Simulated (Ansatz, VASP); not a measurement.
**Ge in VASP and in Ansatz**

POSCAR

```
Ge
1.0
    0.0000000000      2.8368735119      2.8368735119
    2.8368735119      0.0000000000      2.8368735119
    2.8368735119      2.8368735119      0.0000000000
Ge
2
Direct
    0.0000000000      0.0000000000      0.0000000000
    0.2500000000      0.2500000000      0.2500000000
```

INCAR.step1

```
PREC = Accurate
ENCUT = 520
ISMEAR = -1
SIGMA = 0.02
LREAL = F
LASPH = T
NELM = 60
NBANDS = 21
GGA = PE
ALGO = Normal
EDIFF = 1E-4
LWAVE = T
LCHARG = F
```

Contents of INCAR.step2:

```
PREC = Accurate
ENCUT = 520
EDIFF = 1E-6
ISMEAR = -1
SIGMA = 0.02
LREAL = F
LASPH = T
NELM = 60
ALGO = Normal
ISIF = 2
LWAVE = F
LCHARG = F
METAGGA = R2SCAN
LMIXTAU = T
NBANDS = 21
ISTART = 1
```

KPOINTS

```
Automatic mesh
0
Gamma
  8 8 8
```

Input for Ansatz:

```yaml
crystal:
  lattice:
    - [0.0, 2.8368735119, 2.8368735119]
    - [2.8368735119, 0.0, 2.8368735119]
    - [2.8368735119, 2.8368735119, 0.0]
  atoms:
    - { symbol: Ge, position: [0.0, 0.0, 0.0] }
    - { symbol: Ge, position: [0.25, 0.25, 0.25] }
kpoints:
  mp_grid: { grid: [8, 8, 8] }
  band_path:
    path:
      - [0.0, 0.0, 0.0]
      - [0.5, 0.0, 0.5]
      - [0.625, 0.25, 0.625]
      - [0.375, 0.375, 0.75]
      - [0.5, 0.5, 0.5]
      - [0.5, 0.25, 0.75]
    npoints: 1
hamiltonian:
  xc: r2scan
scf:
  occupations: { method: fermi_dirac, width: 0.02 }
  n_extra_bands: 4
output:
  forces: true
  stress: true
  eigenvalues: true
```

Alike in both runs: task single point; functional r2SCAN; k mesh 8 × 8 × 8; occupations fermi-dirac, width 0.02 eV; no spin polarisation.

|  | VASP | Ansatz |
| --- | --- | --- |
| version | VASP 6.6.1 | Ansatz 0.2.0 |
| potentials or method | VASP PAW PBE potentials, release 64 (Ge_d) | plane waves, PAW |
| plane-wave cutoff (eV) | 520 | 500 |
| valence electrons in the cell | 28 | 28 |

```csv
,VASP,Ansatz,Ansatz less VASP
pressure (GPa),0.0,0.0,-0.05
```

VASP's potentials were made for PBE, not for r2SCAN.
